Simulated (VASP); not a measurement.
# SrTiO3 (R-3m) in VASP: further runs

Runs on SrTiO3. Level: PBEsol. Tasks: single point.

Everything below comes from runs of VASP 6.6.1. Logs are shortened: lines on timing, memory, paths and dates and some standing lists are left out, and cuts for length are marked.

**1. The cell of the first run**

Symmetry: R-3m, No. 166, trigonal system. Conventional cell: a = 5.605 Å, b = 5.605 Å, c = 6.561 Å, α = 90.00°, β = 90.00°, γ = 120.00°. Sr (site symmetry -3m) has 12 O at 2.72 to 2.80 Å and 8 Ti at 3.28 to 3.42 Å within 3.6 Å. Ti (site symmetry -3m) has 6 O at 1.95 Å within 2.6 Å. Within 2.6 Å of O (site symmetry 2/m) lie 2 Ti at 1.95 Å.

**2. Single point, PBEsol (equal xy, yz and zx shear strains of -3 %)**

Contents of INCAR:

```
SYSTEM = SrTiO3
PREC = Accurate ; ENCUT = 520
EDIFF = 1E-7 ; ISMEAR = -1
SIGMA = 0.05 ; LREAL = .FALSE.
LASPH = .TRUE. ; NELM = 100
ALGO = Normal ; ISIF = 2
LWAVE = .FALSE. ; LCHARG = .TRUE.
GGA = PS ; LELF = .TRUE.
LVHAR = .TRUE. ; NBANDS = 28
```

Contents of KPOINTS:

```
regular mesh
0
G
  7 7 7
  0 0 0
```

Contents of POSCAR:

```
SrTiO3
1.0
    3.9050000000     -0.0585750000     -0.0585750000
   -0.0585750000      3.9050000000     -0.0585750000
   -0.0585750000     -0.0585750000      3.9050000000
Sr Ti O
1 1 3
Direct
    0.0000000000      0.0000000000      0.0000000000
    0.5000000000      0.5000000000      0.5000000000
    0.0000000000      0.5000000000      0.5000000000
    0.5000000000      0.0000000000      0.5000000000
    0.5000000000      0.5000000000      0.0000000000
```

Potentials or basis: VASP PAW PBE potentials, release 64 (Sr_sv, Ti_sv, O).

Run with:

```
> cat potpaw_PBE.64/Sr_sv/POTCAR potpaw_PBE.64/Ti_sv/POTCAR potpaw_PBE.64/O/POTCAR > POTCAR
> mpirun -np 1 vasp_std > vasp.out
```

OUTCAR:

```text
SYSTEM = SrTiO3
   PREC = Accurate
   ENCUT = 520
   EDIFF = 1E-7
   ISMEAR = -1
   LREAL = .FALSE.
   LASPH = .TRUE.
   NELM = 100
   ISIF = 2
   GGA = PS

 ion  position               nearest neighbor table
   1  0.000  0.000  0.000-   3 2.72   4 2.72   5 2.72   3 2.72   4 2.72   5 2.72   5 2.80   3 2.80
                             4 2.80   5 2.80   4 2.80   3 2.80   2 3.28   2 3.28   2 3.42   2 3.42
   2  0.500  0.500  0.500-   3 1.95   4 1.95   5 1.95   5 1.95   4 1.95   3 1.95   1 3.28   1 3.28
                             1 3.42   1 3.42   1 3.42   1 3.42   1 3.42   1 3.42
   3  0.000  0.500  0.500-   2 1.95   2 1.95   1 2.72   1 2.72   1 2.80   1 2.80
   4  0.500  0.000  0.500-   2 1.95   2 1.95   1 2.72   1 2.72   1 2.80   1 2.80
   5  0.500  0.500  0.000-   2 1.95   2 1.95   1 2.72   1 2.72   1 2.80   1 2.80

  LATTYP: Found a trigonal (rhomboedric) cell.
 ALAT       =     3.9058785262
 COS(alpha) =    -0.0297616073

  Lattice vectors:

 A1 = (   3.9050000000,  -0.0585750000,  -0.0585750000)
 A2 = (  -0.0585750000,   3.9050000000,  -0.0585750000)
 A3 = (  -0.0585750000,  -0.0585750000,   3.9050000000)

Analysis of symmetry for initial positions (statically):
=====================================================================
 Subroutine PRICEL returns:
 Original cell was already a primitive cell.

 Routine SETGRP: Setting up the symmetry group for a
 trigonal (rhombohedral) supercell.

 Subroutine GETGRP returns: Found 12 space group operations
 (whereof 12 operations were pure point group operations)
 out of a pool of 12 trial point group operations.

The static configuration has the point symmetry D_3d.

Analysis of symmetry for dynamics (positions and initial velocities):
=====================================================================
 Subroutine PRICEL returns:
 Original cell was already a primitive cell.

 Routine SETGRP: Setting up the symmetry group for a
 trigonal (rhombohedral) supercell.

 Subroutine GETGRP returns: Found 12 space group operations
 (whereof 12 operations were pure point group operations)
 out of a pool of 12 trial point group operations.

The dynamic configuration has the point symmetry D_3d.

 Subroutine INISYM returns: Found 12 space group operations
 (whereof 12 operations are pure point group operations),
 and found     1 'primitive' translations

----------------------------------------------------------------------------------------

                                     Primitive cell

  volume of cell :      59.5068

  direct lattice vectors                    reciprocal lattice vectors
     3.905000000 -0.058575000 -0.058575000     0.256198991  0.003901507  0.003901507
    -0.058575000  3.905000000 -0.058575000     0.003901507  0.256198991  0.003901507
    -0.058575000 -0.058575000  3.905000000     0.003901507  0.003901507  0.256198991

  length of vectors
     3.905878526  3.905878526  3.905878526     0.256258398  0.256258398  0.256258398

  position of ions in fractional coordinates (direct lattice)
     0.000000000  0.000000000  0.000000000
     0.500000000  0.500000000  0.500000000
     1.000000000  0.500000000  0.500000000
     0.500000000  1.000000000  0.500000000
     0.500000000  0.500000000  0.000000000

  ion indices of the primitive-cell ions
   primitive index   ion index
                 1           1
                 2           2
                 3           3
                 4           4
                 5           5

----------------------------------------------------------------------------------------

 KPOINTS: regular mesh

Automatic generation of k-mesh.
 Grid dimensions read from file:
 generate k-points for:    7    7    7

 Generating k-lattice:

  Cartesian coordinates                     Fractional coordinates (reciprocal lattice)
     0.036599856  0.000557358  0.000557358     0.142857143  0.000000000  0.000000000
     0.000557358  0.036599856  0.000557358     0.000000000  0.142857143  0.000000000
     0.000557358  0.000557358  0.036599856     0.000000000  0.000000000  0.142857143

  Length of vectors
     0.036608343  0.036608343  0.036608343

  Shift w.r.t. Gamma in fractional coordinates (k-lattice)
     0.000000000  0.000000000  0.000000000

 Subroutine IBZKPT returns following result:
 ===========================================

 Found     44 irreducible k-points:

 Following reciprocal coordinates:
            Coordinates               Weight
  0.000000  0.000000  0.000000      1.000000
  0.142857 -0.000000  0.000000      6.000000
  0.285714 -0.000000  0.000000      6.000000
  0.428571 -0.000000  0.000000      6.000000
  0.142857  0.142857 -0.000000      6.000000
  0.285714  0.142857  0.000000     12.000000
[... 16 lines left out ...]
  0.285714  0.285714  0.142857      6.000000
  0.428571  0.285714  0.142857     12.000000
 [... further k-points ...]
   k-points           NKPTS =     44   k-points in BZ     NKDIM =     44   number of bands    NBANDS=     28
   number of dos      NEDOS =    301   number of ions     NIONS =      5
   total plane-waves  NPLWV =  27000
   dimension x,y,z NGX =    30 NGY =   30 NGZ =   30
   dimension x,y,z NGXF=    60 NGYF=   60 NGZF=   60
   ions per type =               1   1   3
   NGX,Y,Z   is equivalent  to a cutoff of  12.77, 12.77, 12.77 a.u.
   NGXF,Y,Z  is equivalent  to a cutoff of  25.54, 25.54, 25.54 a.u.
 SYSTEM =  SrTiO3
   PREC   = accura    normal or accurate (medium, high low for compatibility)
   ISTART =      0    job   : 0-new  1-cont  2-samecut
   ICHARG =      2    charge: 1-file 2-atom 10-const
   ISPIN  =      1    spin polarized calculation?
   LNONCOLLINEAR =      F non collinear calculations
   LSORBIT =      F    spin-orbit coupling
   LASPH  =      T    aspherical Exc in radial PAW
   ENCUT  =  520.0 eV  38.22 Ry    6.18 a.u.   7.26  7.26  7.26*2*pi/ulx,y,z
   NELM   =    100;   NELMIN=  2; NELMDL= -5     # of ELM steps
   EDIFF  = 0.1E-06   stopping-criterion for ELM
   LREAL  =      F    real-space projection
   EDIFFG = 0.1E-05   stopping-criterion for IOM
   NSW    =      0    number of steps for IOM
   IBRION =     -1    ionic relax: 0-MD 1-quasi-New 2-CG
   NFREE  =      0    steps in history (QN), initial steepest desc. (CG)
   ISIF   =      2    stress and relaxation
   ISYM   =      2    0-nonsym 1-usesym 2-fastsym
   POTIM  = 0.5000    time-step for ionic-motion
   TEBEG  =    0.0;   TEEND  =   0.0 temperature during run
   PSTRESS=    0.0 pullay stress
   NELECT =      40.0000    total number of electrons
   NUPDOWN=      -1.0000    fix difference up-down
   EMIN   =  10.00;   EMAX   =-10.00  energy-range for DOS
   EFERMI =   0.00;   METHOD = LEGACY
   ISMEAR =    -1;   SIGMA  =   0.05  broadening in eV -4-tet -1-fermi 0-gaus
   EFERMI_NEDOS =   21; number of points for ismear=-14 and -15
   IALGO  =     38    algorithm
   IMIX   =      4    mixing-type and parameters
     AMIX     =   0.40;   BMIX     =  1.00
     AMIX_MAG =   1.60;   BMIX_MAG =  1.00
  volume/ion in A,a.u.               =      11.90        80.31
  Fermi-wavevector in a.u.,A,eV,Ry     =   1.434077  2.710013 27.981433  2.056577
  Thomas-Fermi vector in A             =   2.553525
   LORBIT       =      0    0 simple, 1 ext, 2 COOP (PROOUT), +10 PAW based schemes
   GGA     = PS    functional components
   LHFCALC =     F    Hartree Fock is set to
   AEXX    =    0.0000 exact exchange contribution
   IVDW    =     0    specifies the selected vdW correction
   LEPSILON=     F    determine dielectric tensor
   LRPA    =     F    only Hartree local field effects (RPA)
 non-spin polarized calculation
  energy-cutoff  :      520.00
  volume of cell :       59.51
 maximum number of plane-waves:      1625
 NGX is ok and might be reduce to    30
   NGX = 15   NGY = 15   NGZ = 15

 number of electron      40.0000017 magnetization

 Free energy of the ion-electron system (eV)
  ---------------------------------------------------
  ext. energy  EPLUGINS =         0.00000000
  ---------------------------------------------------
  free energy    TOTEN  =       -41.95764020 eV

  energy without entropy =      -41.95764020  energy(sigma->0) =      -41.95764020

 E-fermi :   4.9146     XC(G=0): -11.5426

 val. band max:        4.0057921228   @ k =   0.4286   0.4286   0.4286
 cond. band min:       5.7147175656   @ k =   0.0000   0.0000   0.0000
 fundamental gap:      1.7089254428
 Fermi energy:         4.9146455511

 k-point     1 :       0.0000    0.0000    0.0000
  band No.  band energies     occupation
      1     -52.1720      2.00000
      2     -28.6106      2.00000
      3     -28.5577      2.00000
      4     -28.5221      2.00000
      5     -28.5221      2.00000
      6     -13.3303      2.00000
[... 20 lines left out ...]
     27       9.3232      0.00000
     28      10.0414      0.00000

 k-point     2 :       0.1429   -0.0000    0.0000
  band No.  band energies     occupation
      1     -52.1717      2.00000
      2     -28.6384      2.00000
      3     -28.5470      2.00000
      4     -28.5216      2.00000
      5     -28.5135      2.00000
      6     -13.3419      2.00000
[... 20 lines left out ...]
     27       9.6845      0.00000
     28      10.5283      0.00000

 k-point     3 :       0.2857   -0.0000    0.0000
  band No.  band energies     occupation
      1     -52.1710      2.00000
      2     -28.6831      2.00000
      3     -28.5415      2.00000
      4     -28.5203      2.00000
      5     -28.4932      2.00000
      6     -13.4356      2.00000
[... 20 lines left out ...]
     27      10.4871      0.00000
     28      11.8023      0.00000

 k-point     4 :       0.4286   -0.0000    0.0000
  band No.  band energies     occupation
      1     -52.1705      2.00000
      2     -28.7135      2.00000
      3     -28.5403      2.00000
      4     -28.5193      2.00000
      5     -28.4788      2.00000
      6     -13.5452      2.00000
[... 578 lines left out ...]
     27      10.2619      0.00000
     28      11.1113      0.00000

 k-point    23 :       0.2857    0.2857    0.1429
  band No.  band energies     occupation
      1     -52.1698      2.00000
      2     -28.6674      2.00000
      3     -28.5662      2.00000
      4     -28.5392      2.00000
      5     -28.5025      2.00000
      6     -13.1269      2.00000
[... 20 lines left out ...]
     27      11.6943      0.00000
     28      11.7449      0.00000

 k-point    24 :       0.4286    0.2857    0.1429
  band No.  band energies     occupation
      1     -52.1692      2.00000
      2     -28.6584      2.00000
      3     -28.5738      2.00000
      4     -28.5393      2.00000
      5     -28.5198      2.00000
      6     -13.0376      2.00000
[... 20 lines left out ...]
     27      12.0265      0.00000
     28      12.3983      0.00000

 [... further k-points ...]
[... 5 lines left out ...]
  --------------------------------------------------------------------------------------
  -------------------------------------------------------------------------------------
  Total       -0.3979170     -0.3979170     -0.3979170      1.2795344      1.2795344      1.2795344
  in kB      -10.7136172    -10.7136172    -10.7136172     34.4505058     34.4505058     34.4505058
  external PRESSURE =     -10.7136172 kB  Pullay stress =       0.0000000 kB

 VOLUME and BASIS-vectors are now :
 -----------------------------------------------------------------------------
  energy-cutoff  :      520.00
  volume of cell :       59.51
      direct lattice vectors                 reciprocal lattice vectors
     3.905000000 -0.058575000 -0.058575000     0.256198991  0.003901507  0.003901507
    -0.058575000  3.905000000 -0.058575000     0.003901507  0.256198991  0.003901507
    -0.058575000 -0.058575000  3.905000000     0.003901507  0.003901507  0.256198991

 POSITION                                       TOTAL-FORCE (eV/Angst)
 -----------------------------------------------------------------------------------
      0.00000      0.00000      0.00000        -0.000000      0.000000      0.000000
      1.89393      1.89393      1.89392         0.000000     -0.000000      0.000000
     -0.05858      1.92321      1.92321        -0.000000     -0.000000      0.000000
      1.92321     -0.05858      1.92321        -0.000000      0.000000     -0.000000
      1.92321      1.92321     -0.05858         0.000000     -0.000000      0.000000
 -----------------------------------------------------------------------------------
    total drift:                                0.000000      0.000000     -0.000000

  FREE ENERGIE OF THE ION-ELECTRON SYSTEM (eV)
  ---------------------------------------------------
  free  energy   TOTEN  =       -41.9576402050 eV

  energy  without entropy=      -41.9576402028  energy(sigma->0) =      -41.95764020
```

Wall time 2.4 min (1 thread of Intel Xeon 8259CL, shared host); peak memory 0.22 GiB.

What came out:

```
Free energy            : -41.9576 eV
Pressure               : -1.1 GPa
Band gap on the k mesh : 1.71 eV (least direct gap 1.89 eV)
```

Levels at points of the mesh, in eV from the valence-band top:
```csv
k point,band 18,band 19,band 20,band 21,band 22,band 23
"(0.00, 0.00, 0.00)",-0.38,-0.38,-0.18,1.71,1.86,1.86
```

Caveat: the cell differs from its parent crystal (equal xy, yz and zx shear strains of -3 %); the PAW data sets were made with another functional, which shifts forces and pressure a little. A k mesh can miss the band edges.

**3. Single point, PBEsol (equal xy, yz and zx shear strains of -1 %)**

Contents of INCAR:

```
PREC = Accurate
ENCUT = 520
EDIFF = 1E-7
ISMEAR = -1
SIGMA = 0.05
LREAL = False
LASPH = True
NELM = 60
ALGO = Normal
ISIF = 2
LWAVE = False
LCHARG = False
GGA = PS
NBANDS = 28
```

Contents of KPOINTS:

```
regular mesh
0
Gamma
  7 7 7
```

Edit POSCAR of step 2 so:

```diff
@@ -2,5 +2,5 @@
 1.0
-    3.9050000000     -0.0585750000     -0.0585750000
-   -0.0585750000      3.9050000000     -0.0585750000
-   -0.0585750000     -0.0585750000      3.9050000000
+    3.9050000000     -0.0195250000     -0.0195250000
+   -0.0195250000      3.9050000000     -0.0195250000
+   -0.0195250000     -0.0195250000      3.9050000000
 Sr Ti O
```

Potentials or basis: VASP PAW PBE potentials, release 64 (Sr_sv, Ti_sv, O).

Run with:

```
> cat potpaw_PBE.64/Sr_sv/POTCAR potpaw_PBE.64/Ti_sv/POTCAR potpaw_PBE.64/O/POTCAR > POTCAR
> mpirun -np 1 vasp_std > vasp.out
```

OUTCAR:

```text
PREC = Accurate
   ENCUT = 520
   EDIFF = 1E-7
   ISMEAR = -1
   LREAL = False
   LASPH = True
   NELM = 60
   ISIF = 2
   GGA = PS

 ion  position               nearest neighbor table
   1  0.000  0.000  0.000-   3 2.75   4 2.75   5 2.75   3 2.75   4 2.75   5 2.75   5 2.78   3 2.78
                             4 2.78   5 2.78   4 2.78   3 2.78   2 3.35   2 3.35   2 3.39   2 3.39
   2  0.500  0.500  0.500-   3 1.95   4 1.95   5 1.95   5 1.95   4 1.95   3 1.95   1 3.35   1 3.35
                             1 3.39   1 3.39   1 3.39   1 3.39   1 3.39   1 3.39
   3  0.000  0.500  0.500-   2 1.95   2 1.95   1 2.75   1 2.75   1 2.78   1 2.78
   4  0.500  0.000  0.500-   2 1.95   2 1.95   1 2.75   1 2.75   1 2.78   1 2.78
   5  0.500  0.500  0.000-   2 1.95   2 1.95   1 2.75   1 2.75   1 2.78   1 2.78

  LATTYP: Found a trigonal (rhomboedric) cell.
 ALAT       =     3.9050976238
 COS(alpha) =    -0.0099745013

  Lattice vectors:

 A1 = (   3.9050000000,  -0.0195250000,  -0.0195250000)
 A2 = (  -0.0195250000,   3.9050000000,  -0.0195250000)
 A3 = (  -0.0195250000,  -0.0195250000,   3.9050000000)

Analysis of symmetry for initial positions (statically):
=====================================================================
 Subroutine PRICEL returns:
[... 183 lines left out ...]

 k-point     1 :       0.0000    0.0000    0.0000
  band No.  band energies     occupation
      1     -52.1749      2.00000
      2     -28.6184      2.00000
      3     -28.5443      2.00000
      4     -28.5329      2.00000
      5     -28.5329      2.00000
      6     -13.3336      2.00000
[... 733 lines left out ...]
     27      12.0703      0.00000
     28      12.3592      0.00000

 [... further k-points ...]

------------------------ aborting loop because EDIFF is reached ----------------------------------------

  FORCE on cell =-STRESS in cart. coord.  units (eV):
  Direction    XX          YY          ZZ          XY          YZ          ZX
  --------------------------------------------------------------------------------------
  -------------------------------------------------------------------------------------
  Total       -0.4689752     -0.4689752     -0.4689752      0.4213440      0.4213440      0.4213440
  in kB      -12.6191489    -12.6191489    -12.6191489     11.3374918     11.3374918     11.3374918
  external PRESSURE =     -12.6191489 kB  Pullay stress =       0.0000000 kB

 VOLUME and BASIS-vectors are now :
 -----------------------------------------------------------------------------
  energy-cutoff  :      520.00
  volume of cell :       59.54
      direct lattice vectors                 reciprocal lattice vectors
     3.905000000 -0.019525000 -0.019525000     0.256094815  0.001286909  0.001286909
    -0.019525000  3.905000000 -0.019525000     0.001286909  0.256094815  0.001286909
    -0.019525000 -0.019525000  3.905000000     0.001286909  0.001286909  0.256094815

 POSITION                                       TOTAL-FORCE (eV/Angst)
 -----------------------------------------------------------------------------------
      0.00000      0.00000      0.00000        -0.000000      0.000000      0.000000
      1.93298      1.93298      1.93297         0.000000     -0.000000      0.000000
     -0.01953      1.94274      1.94274        -0.000000      0.000000     -0.000000
      1.94274     -0.01953      1.94274        -0.000000     -0.000000      0.000000
      1.94274      1.94274     -0.01953         0.000000      0.000000      0.000000
 -----------------------------------------------------------------------------------
    total drift:                                0.000000      0.000000     -0.000000

  FREE ENERGIE OF THE ION-ELECTRON SYSTEM (eV)
  ---------------------------------------------------
  free  energy   TOTEN  =       -42.0088621394 eV

  energy  without entropy=      -42.0088621381  energy(sigma->0) =      -42.00886214
```

OSZICAR:

```text
N       E                     dE             d eps       ncg     rms          rms(c)
DAV:   1     0.426045704452E+03    0.42605E+03   -0.21391E+04  2464   0.159E+03
DAV:   2    -0.725764184875E+01   -0.43330E+03   -0.41458E+03  2812   0.438E+02
DAV:   3    -0.496751194328E+02   -0.42417E+02   -0.42097E+02  3408   0.133E+02
DAV:   4    -0.516046330140E+02   -0.19295E+01   -0.19255E+01  3692   0.246E+01
DAV:   5    -0.516521388603E+02   -0.47506E-01   -0.47498E-01  3408   0.321E+00    0.268E+01
DAV:   6    -0.421206350782E+02    0.95315E+01   -0.48941E+01  3572   0.633E+01    0.152E+01
DAV:   7    -0.421051354811E+02    0.15500E-01   -0.70876E+00  3260   0.200E+01    0.112E+01
DAV:   8    -0.421247607962E+02   -0.19625E-01   -0.16847E+00  2936   0.137E+01    0.319E+00
DAV:   9    -0.420202124959E+02    0.10455E+00   -0.42682E-01  3016   0.650E+00    0.120E+00
DAV:  10    -0.420161520744E+02    0.40604E-02   -0.10302E-01  2932   0.212E+00    0.811E-01
DAV:  11    -0.420088945794E+02    0.72575E-02   -0.28131E-02  3744   0.166E+00    0.168E-01
DAV:  12    -0.420089055009E+02   -0.10922E-04   -0.18258E-03  3000   0.473E-01    0.128E-01
DAV:  13    -0.420088799573E+02    0.25544E-04   -0.89127E-04  3688   0.214E-01    0.695E-02
DAV:  14    -0.420088709359E+02    0.90214E-05   -0.68296E-05  3072   0.648E-02    0.337E-02
DAV:  15    -0.420088635620E+02    0.73739E-05   -0.16969E-05  3772   0.357E-02    0.196E-02
DAV:  16    -0.420088620576E+02    0.15044E-05   -0.16055E-05  2796   0.296E-02    0.264E-03
DAV:  17    -0.420088621143E+02   -0.56712E-07   -0.12751E-06  3196   0.101E-02    0.239E-03
DAV:  18    -0.420088621394E+02   -0.25072E-07   -0.82368E-08  1704   0.285E-03
   1 F= -.42008862E+02 E0= -.42008862E+02  d E =-.128214E-08
```

Wall time 2.3 min (1 thread of Intel Xeon 8259CL, shared host); peak memory 0.22 GiB.

What came out:

* Free energy: -42.0089 eV
* Pressure: -1.3 GPa
* Band gap on the k mesh: 1.82 eV (least direct gap 2.07 eV)

Caveat: the cell differs from its parent crystal (equal xy, yz and zx shear strains of -1 %); the PAW data sets were made with another functional, which shifts forces and pressure a little.
